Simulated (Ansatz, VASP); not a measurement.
# Ga3As2 in VASP and in Ansatz

Contents of INCAR:

```
SYSTEM = Ga3As2
  PREC = Accurate
  ENCUT = 600
  EDIFF = 1E-6
  ISMEAR = 0
  SIGMA = 0.1
  LREAL = .FALSE.
  LASPH = .TRUE.
  NELM = 80
  ALGO = Normal
  ISIF = 3
  LWAVE = .FALSE.
  LCHARG = .FALSE.
  GGA = PE
  IBRION = 2
  NSW = 90
  EDIFFG = -0.04
```

KPOINTS

```
regular mesh
0
G
  6 6 4
  0 0 0
```

File POSCAR:

```
Ga3As2
1.0
    4.0906423555      0.0000000000      0.0000000000
   -2.0453211777      3.5426001976      0.0000000000
    0.0000000000      0.0000000000      6.3643750353
Ga As
3 2
Direct
    0.0000000000      0.0000000000      0.0000000000
    0.3333333333      0.6666666667      0.6450000000
    0.6666666667      0.3333333333      0.3550000000
    0.3333333333      0.6666666667      0.2450000000
    0.6666666667      0.3333333333      0.7550000000
```

Input for Ansatz:

```yaml
crystal:
  lattice:
    - [4.0906423555, 0.0, 0.0]
    - [-2.0453211777, 3.5426001976, 0.0]
    - [0.0, 0.0, 6.3643750353]
  atoms:
    - { symbol: Ga, position: [0.0, 0.0, 0.0] }
    - { symbol: Ga, position: [0.3333333333, 0.6666666667, 0.645] }
    - { symbol: Ga, position: [0.6666666667, 0.3333333333, 0.355] }
    - { symbol: As, position: [0.3333333333, 0.6666666667, 0.245] }
    - { symbol: As, position: [0.6666666667, 0.3333333333, 0.755] }
basis:
  ecutwfc: 420
kpoints:
  mp_grid: { grid: [6, 6, 4] }
hamiltonian:
  xc: pbe
scf:
  occupations: { method: gaussian, width: 0.1 }
  lower_state_search: "off"
output:
  forces: true
  stress: true
  eigenvalues: true
relax:
  adjacent_minimum: "off"
  f_tol: 0.04
  max_steps: 70
  cell: { stress_tol: 0.4 }
```

Alike in both runs: task relaxation of cell and atoms; functional PBE; k mesh 6 × 6 × 4; occupations gaussian, width 0.1 eV; no spin polarisation.

```csv
,VASP,Ansatz
version,VASP 6.6.1,Ansatz 0.2.0
potentials or method,"VASP PAW PBE potentials, release 64 (Ga_d, As), cutoff 600 eV","scalar-relativistic, plane waves, PAW"
valence electrons in the cell,49,69
```

|  | VASP | Ansatz | Ansatz less VASP |
| --- | --- | --- | --- |
| gap on the k mesh at the Fermi level, each at its own relaxed structure (eV) | none | none | - |
| relaxed volume (Å³/atom) | 22.14 | 22.13 | -0.017 |
| relaxed length of the cell vector where the two differ most in proportion (Å) | 6.726 | 6.800 | +0.0744 |

A gap of «none» marks a metal or a gap that the smearing closes. VASP's potentials hold 49 valence electrons a cell and Ansatz's 69, so a difference there can come from the potentials and not from the codes.

Noted on VASP's run: the volume moved by over 15 % at a fixed basis, so the end points are rough.
